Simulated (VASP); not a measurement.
Here is a VASP 6.6.1 calculation.

The input INCAR:

```
PREC = Accurate
ENCUT = 520
EDIFF = 1E-7
ISMEAR = 0
SIGMA = 0.03
LREAL = False
LASPH = True
NELM = 60
ALGO = Normal
ISIF = 2
LWAVE = False
LCHARG = False
GGA = PE
NBANDS = 17
```

KPOINTS

```
Automatic mesh
0
Gamma
  10 10 10
```

File POSCAR:

```
SnTe
1.0
    0.0000000000      3.0618050000      3.2038475000
    3.0618050000      0.0000000000      3.2038475000
    3.0618050000      3.0618050000      0.0000000000
Sn Te
1 1
Direct
    0.0000000000      0.0000000000      0.0000000000
    0.5000000000      0.5000000000      0.5000000000
```

Potentials or basis: VASP PAW PBE potentials, release 64 (Sn_d, Te).

Command:

```console
$ cat potpaw_PBE.64/Sn_d/POTCAR potpaw_PBE.64/Te/POTCAR > POTCAR
$ mpirun -np 1 vasp_std > vasp.out
```

Q: What does it give for the pressure?

A: 4.8 GPa.

Q: What does it give for the band gap on the k mesh?

A: 0.19 eV, indirect (least direct gap 0.37 eV).

Stress tensor (GPa, compression positive):
```
7.05 0.00 0.00
0.00 7.05 0.00
0.00 0.00 0.33
```

Caveat: the cell differs from its parent crystal (strain -0.030 along x and y, +0.015 along z); spin-orbit coupling is left out, which moves the levels of the heavy elements. A k mesh can miss the band edges.
